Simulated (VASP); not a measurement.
# Tb2GeO (I4/mcm) in VASP: single point with PBE

Aim: the single point of Tb2GeO with PBE.

All numbers are computed with VASP 6.6.1; they aren't measurements. Logs are shortened: lines on timing, memory, paths and dates and some standing lists are left out, and cuts for length are marked.

## Step 1: The cell of the first run

Symmetry: I4/mcm, No. 140, tetragonal system. The conventional cell has a = 7.423 Å, b = 7.423 Å, c = 5.986 Å, α = 90.00°, β = 90.00°, γ = 90.00°. Within 2.9 Å of Tb (site symmetry m2m) lie 2 O at 2.22 Å. Within 3.9 Å of Ge (site symmetry 422) lie 2 Ge at 2.99 Å and 8 Tb at 3.18 Å and 4 O at 3.71 Å. O (site symmetry -42m) has 4 Tb at 2.22 Å and 2 O at 2.99 Å within 3.0 Å.

## Step 2: Single point, PBE

INCAR reads:

```
ALGO = Normal
EDIFF = 1E-6
ENCUT = 600
GGA = PE
GGA_COMPAT = False
ISIF = 2
ISMEAR = 0
LASPH = True
LCHARG = False
LMAXMIX = 6
LREAL = False
LWAVE = False
NBANDS = 48
NELM = 200
PREC = Accurate
SIGMA = 0.2
```

KPOINTS reads:

```
k-points
0
Gamma
  6 6 6
```

POSCAR reads:

```
Tb2GeO
1.0
    0.0000000000      0.0000000000      5.9863982376
   -3.7117219121      3.7117219121      2.9931991188
   -3.7117219121     -3.7117219121      2.9931991188
Tb Ge O
4 2 2
Direct
    0.1564412512      0.5000000000      0.1871174977
    0.8435587488      0.5000000000      0.8128825023
    0.3435587488      0.8128825023      0.5000000000
    0.6564412512      0.1871174977      0.5000000000
    0.7500000000      1.0000000000      1.0000000000
    0.2500000000      0.0000000000      1.0000000000
    0.2500000000      0.5000000000      0.5000000000
    0.7500000000      0.5000000000      0.5000000000
```

Potentials or basis: VASP PAW PBE potentials, release 64 (Tb_3, Ge_d, O), 4f in core.

Launch:

```
> cat potpaw_PBE.64/Tb_3/POTCAR potpaw_PBE.64/Ge_d/POTCAR potpaw_PBE.64/O/POTCAR > POTCAR
> mpirun -np 1 vasp_std > vasp.out
```

OUTCAR:

```text
EDIFF = 1E-6
   ENCUT = 600
   GGA = PE
   ISIF = 2
   ISMEAR = 0
   LASPH = True
   LREAL = False
   NELM = 200
   PREC = Accurate

 ion  position               nearest neighbor table
   1  0.156  0.500  0.187-   7 2.22   8 2.22   5 3.18   6 3.18   5 3.18   6 3.18   2 3.28   2 3.58
                             2 3.58   3 3.79   4 3.79   4 3.79   3 3.79
   2  0.844  0.500  0.813-   8 2.22   7 2.22   5 3.18   6 3.18   6 3.18   5 3.18   1 3.28   1 3.58
                             1 3.58   4 3.79   3 3.79   3 3.79   4 3.79
   3  0.344  0.813  0.500-   7 2.22   8 2.22   6 3.18   5 3.18   6 3.18   5 3.18   4 3.28   4 3.58
                             4 3.58   1 3.79   2 3.79   2 3.79   1 3.79
   4  0.656  0.187  0.500-   8 2.22   7 2.22   6 3.18   5 3.18   6 3.18   5 3.18   3 3.28   3 3.58
                             3 3.58   2 3.79   1 3.79   1 3.79   2 3.79
   5  0.750  0.000  0.000-   3 3.18   2 3.18   4 3.18   1 3.18   3 3.18   1 3.18   2 3.18   4 3.18

   6  0.250  0.000  0.000-   2 3.18   3 3.18   1 3.18   4 3.18   3 3.18   4 3.18   2 3.18   1 3.18

   7  0.250  0.500  0.500-   1 2.22   3 2.22   2 2.22   4 2.22
   8  0.750  0.500  0.500-   2 2.22   4 2.22   3 2.22   1 2.22

  LATTYP: Found a body centered tetragonal cell.
 ALAT       =     7.4234438242
 C/A-ratio  =     0.8064179348

  Lattice vectors:

 A1 = (  -3.7117219121,   3.7117219121,  -2.9931991188)
 A2 = (   3.7117219121,  -3.7117219121,  -2.9931991188)
 A3 = (  -3.7117219121,  -3.7117219121,   2.9931991188)

Analysis of symmetry for initial positions (statically):
=====================================================================
 Subroutine PRICEL returns:
 Original cell was already a primitive cell.

 Routine SETGRP: Setting up the symmetry group for a
 body centered tetragonal supercell.

 Subroutine GETGRP returns: Found 16 space group operations
 (whereof  8 operations were pure point group operations)
 out of a pool of 16 trial point group operations.

The static configuration has the point symmetry C_4h.
 The point group associated with its full space group is D_4h.

Analysis of symmetry for dynamics (positions and initial velocities):
=====================================================================
 Subroutine PRICEL returns:
 Original cell was already a primitive cell.

 Routine SETGRP: Setting up the symmetry group for a
 body centered tetragonal supercell.

 Subroutine GETGRP returns: Found 16 space group operations
 (whereof  8 operations were pure point group operations)
 out of a pool of 16 trial point group operations.

The dynamic configuration has the point symmetry C_4h.
 The point group associated with its full space group is D_4h.

 Subroutine INISYM returns: Found 16 space group operations
 (whereof  8 operations are pure point group operations),
 and found     1 'primitive' translations

----------------------------------------------------------------------------------------

                                     Primitive cell

  volume of cell :     164.9478

  direct lattice vectors                    reciprocal lattice vectors
     0.000000000  0.000000000  5.986398238     0.134708368  0.000000000  0.167045352
    -3.711721912  3.711721912  2.993199119    -0.134708368  0.134708368  0.000000000
    -3.711721912 -3.711721912  2.993199119    -0.134708368 -0.134708368  0.000000000

  length of vectors
     5.986398238  6.042598784  6.042598784     0.214593788  0.190506401  0.190506401

  position of ions in fractional coordinates (direct lattice)
     0.156441251  0.500000000  0.187117498
     0.843558749  0.500000000  0.812882502
     0.343558749  0.812882502  0.500000000
     0.656441251  0.187117498  0.500000000
     0.750000000  0.000000000  0.000000000
     0.250000000  0.000000000  0.000000000
     0.250000000  0.500000000  0.500000000
     0.750000000  0.500000000  0.500000000

  ion indices of the primitive-cell ions
   primitive index   ion index
                 1           1
                 2           2
                 3           3
                 4           4
                 5           5
                 6           6
                 7           7
                 8           8

----------------------------------------------------------------------------------------

 KPOINTS: k-points

Automatic generation of k-mesh.
 Grid dimensions read from file:
 generate k-points for:    6    6    6

 Generating k-lattice:

  Cartesian coordinates                     Fractional coordinates (reciprocal lattice)
     0.022451395  0.000000000  0.027840892     0.166666667  0.000000000  0.000000000
    -0.022451395  0.022451395  0.000000000     0.000000000  0.166666667  0.000000000
    -0.022451395 -0.022451395  0.000000000     0.000000000  0.000000000  0.166666667

  Length of vectors
     0.035765631  0.031751067  0.031751067

  Shift w.r.t. Gamma in fractional coordinates (k-lattice)
     0.000000000  0.000000000  0.000000000

 Subroutine IBZKPT returns following result:
 ===========================================

 Found     30 irreducible k-points:

 Following reciprocal coordinates:
            Coordinates               Weight
  0.000000  0.000000  0.000000      1.000000
  0.166667  0.000000  0.000000      8.000000
  0.333333  0.000000  0.000000      8.000000
  0.500000  0.000000  0.000000      4.000000
  0.000000  0.166667  0.000000      4.000000
  0.333333  0.166667  0.000000      8.000000
[... 16 lines left out ...]
  0.333333  0.500000  0.166667      8.000000
  0.333333 -0.333333  0.166667      4.000000
 [... further k-points ...]
   k-points           NKPTS =     30   k-points in BZ     NKDIM =     30   number of bands    NBANDS=     48
   number of dos      NEDOS =    301   number of ions     NIONS =      8
   total plane-waves  NPLWV = 110592
   dimension x,y,z NGX =    48 NGY =   48 NGZ =   48
   dimension x,y,z NGXF=    96 NGYF=   96 NGZF=   96
   ions per type =               4   2   2
   NGX,Y,Z   is equivalent  to a cutoff of  13.33, 13.21, 13.21 a.u.
   NGXF,Y,Z  is equivalent  to a cutoff of  26.66, 26.41, 26.41 a.u.
 SYSTEM =  unknown system
   PREC   = accura    normal or accurate (medium, high low for compatibility)
   ISTART =      0    job   : 0-new  1-cont  2-samecut
   ICHARG =      2    charge: 1-file 2-atom 10-const
   ISPIN  =      1    spin polarized calculation?
   LNONCOLLINEAR =      F non collinear calculations
   LSORBIT =      F    spin-orbit coupling
   LASPH  =      T    aspherical Exc in radial PAW
   ENCUT  =  600.0 eV  44.10 Ry    6.64 a.u.  11.96 12.07 12.07*2*pi/ulx,y,z
   NELM   =    200;   NELMIN=  2; NELMDL= -5     # of ELM steps
   EDIFF  = 0.1E-05   stopping-criterion for ELM
   LREAL  =      F    real-space projection
   EDIFFG = 0.1E-04   stopping-criterion for IOM
   NSW    =      0    number of steps for IOM
   IBRION =     -1    ionic relax: 0-MD 1-quasi-New 2-CG
   NFREE  =      0    steps in history (QN), initial steepest desc. (CG)
   ISIF   =      2    stress and relaxation
   ISYM   =      2    0-nonsym 1-usesym 2-fastsym
   POTIM  = 0.5000    time-step for ionic-motion
   TEBEG  =    0.0;   TEEND  =   0.0 temperature during run
   PSTRESS=    0.0 pullay stress
   NELECT =      76.0000    total number of electrons
   NUPDOWN=      -1.0000    fix difference up-down
   EMIN   =  10.00;   EMAX   =-10.00  energy-range for DOS
   EFERMI =   0.00;   METHOD = LEGACY
   ISMEAR =     0;   SIGMA  =   0.20  broadening in eV -4-tet -1-fermi 0-gaus
   EFERMI_NEDOS =   21; number of points for ismear=-14 and -15
   IALGO  =     38    algorithm
   IMIX   =      4    mixing-type and parameters
     AMIX     =   0.40;   BMIX     =  1.00
     AMIX_MAG =   1.60;   BMIX_MAG =  1.00
  volume/ion in A,a.u.               =      20.62       139.14
  Fermi-wavevector in a.u.,A,eV,Ry     =   1.264437  2.389440 21.753008  1.598801
  Thomas-Fermi vector in A             =   2.397742
   LORBIT       =      0    0 simple, 1 ext, 2 COOP (PROOUT), +10 PAW based schemes
   GGA     = PE    functional components
   LHFCALC =     F    Hartree Fock is set to
   AEXX    =    0.0000 exact exchange contribution
   IVDW    =     0    specifies the selected vdW correction
   LEPSILON=     F    determine dielectric tensor
   LRPA    =     F    only Hartree local field effects (RPA)
 non-spin polarized calculation
 Gauss-broadening in eV      SIGMA  =   0.20
  energy-cutoff  :      600.00
  volume of cell :      164.95
 maximum number of plane-waves:      5540
   NGX = 23   NGY = 25   NGZ = 25

 number of electron      76.0000014 magnetization

 Free energy of the ion-electron system (eV)
  ---------------------------------------------------
  ext. energy  EPLUGINS =         0.00000000
  ---------------------------------------------------
  free energy    TOTEN  =       -52.06713500 eV

  energy without entropy =      -51.97405624  energy(sigma->0) =      -52.02059562

 E-fermi :   5.0344     XC(G=0): -10.5891

 val. band max:        5.0309106437   @ k =   0.3333  -0.3333   0.1667
 cond. band min:       5.0400997978   @ k =  -0.3333   0.3333  -0.0000
 fundamental gap:      0.0091891541
 Fermi energy:         5.0343652837

 k-point     1 :       0.0000    0.0000    0.0000
  band No.  band energies     occupation
      1     -19.1971      2.00000
      2     -19.0912      2.00000
      3     -19.0490      2.00000
      4     -19.0490      2.00000
      5     -19.0102      2.00000
      6     -19.0102      2.00000
[... 40 lines left out ...]
     47       8.2520      0.00000
     48       8.6472      0.00000

 k-point     2 :       0.1667    0.0000    0.0000
  band No.  band energies     occupation
      1     -19.1779      2.00000
      2     -19.0853      2.00000
      3     -19.0480      2.00000
      4     -19.0457      2.00000
      5     -19.0231      2.00000
      6     -19.0132      2.00000
[... 40 lines left out ...]
     47       8.1245      0.00000
     48       8.3496      0.00000

 k-point     3 :       0.3333    0.0000    0.0000
  band No.  band energies     occupation
      1     -19.1487      2.00000
      2     -19.1021      2.00000
      3     -19.0688      2.00000
      4     -19.0389      2.00000
      5     -19.0369      2.00000
      6     -19.0229      2.00000
[... 40 lines left out ...]
     47       8.1263      0.00000
     48       8.2459      0.00000

 k-point     4 :       0.5000    0.0000    0.0000
  band No.  band energies     occupation
      1     -19.1364      2.00000
      2     -19.1364      2.00000
      3     -19.0459      2.00000
      4     -19.0459      2.00000
      5     -19.0322      2.00000
      6     -19.0322      2.00000
[... 958 lines left out ...]
     47       8.1998      0.00000
     48       8.4214      0.00000

 k-point    23 :       0.3333    0.5000    0.1667
  band No.  band energies     occupation
      1     -19.1742      2.00000
      2     -19.0814      2.00000
      3     -19.0690      2.00000
      4     -19.0453      2.00000
      5     -19.0241      2.00000
      6     -19.0225      2.00000
[... 40 lines left out ...]
     47       8.1506      0.00000
     48       8.5030      0.00000

 k-point    24 :       0.3333   -0.3333    0.1667
  band No.  band energies     occupation
      1     -19.1955      2.00000
      2     -19.0690      2.00000
      3     -19.0683      2.00000
      4     -19.0470      2.00000
      5     -19.0246      2.00000
      6     -19.0226      2.00000
[... 40 lines left out ...]
     47       8.3098      0.00000
     48       8.3522      0.00000

 [... further k-points ...]

------------------------ aborting loop because EDIFF is reached ----------------------------------------

  FORCE on cell =-STRESS in cart. coord.  units (eV):
  Direction    XX          YY          ZZ          XY          YZ          ZX
  --------------------------------------------------------------------------------------
  -------------------------------------------------------------------------------------
  Total        0.6529482      0.6529482      1.5146377      0.0000000      0.0000000     -0.0000000
  in kB        6.3422426      6.3422426     14.7120396      0.0000000      0.0000000     -0.0000000
  external PRESSURE =       9.1321749 kB  Pullay stress =       0.0000000 kB

 VOLUME and BASIS-vectors are now :
 -----------------------------------------------------------------------------
  energy-cutoff  :      600.00
  volume of cell :      164.95
      direct lattice vectors                 reciprocal lattice vectors
     0.000000000  0.000000000  5.986398238     0.134708368  0.000000000  0.167045352
    -3.711721912  3.711721912  2.993199119    -0.134708368  0.134708368  0.000000000
    -3.711721912 -3.711721912  2.993199119    -0.134708368 -0.134708368  0.000000000

 POSITION                                       TOTAL-FORCE (eV/Angst)
 -----------------------------------------------------------------------------------
     -2.55039      1.16133      2.99320         0.147107      0.147107      0.000000
     -4.87305     -1.16133      8.97960        -0.147107     -0.147107     -0.000000
     -4.87305      1.16133      5.98640        -0.147107      0.147107     -0.000000
     -2.55039     -1.16133      5.98640         0.147107     -0.147107      0.000000
      0.00000      0.00000      4.48980        -0.000000      0.000000     -0.000000
      0.00000      0.00000      1.49660        -0.000000      0.000000     -0.000000
     -3.71172      0.00000      4.48980        -0.000000      0.000000     -0.000000
     -3.71172      0.00000      7.48300        -0.000000      0.000000     -0.000000
 -----------------------------------------------------------------------------------
    total drift:                                0.000000      0.000000     -0.000000

  FREE ENERGIE OF THE ION-ELECTRON SYSTEM (eV)
  ---------------------------------------------------
  free  energy   TOTEN  =       -52.0671349973 eV

  energy  without entropy=      -51.9740562385  energy(sigma->0) =      -52.02059562
```

Run time: 2.5 min. Hardware: 1 thread of Intel Xeon 6975P-C (Granite Rapids), shared host; peak memory 0.49 GiB.

What came out:

- Free energy: -52.0671 eV
- Pressure: 0.9 GPa
- Largest force: 0.208 eV/Å
- Band gap on the k mesh: zero (bands 38 and 39 overlap by 0.19 eV)

Forces in eV/Å, atoms in the order of the input:
```
Tb   0.147  0.147  0.000
Tb  -0.147 -0.147  0.000
Tb  -0.147  0.147  0.000
Tb   0.147 -0.147  0.000
Ge   0.000  0.000  0.000
Ge   0.000  0.000  0.000
O    0.000  0.000  0.000
O    0.000  0.000  0.000
```

Stress tensor (GPa, compression positive):
```
0.63 0.00 0.00
0.00 0.63 0.00
0.00 0.00 1.47
```

Caveat: spin-orbit coupling is left out, which moves the levels of the heavy elements; the 4f electrons are frozen in the core, so they carry no moment and show no levels; the run has no spin polarisation, though such a crystal can be magnetic.
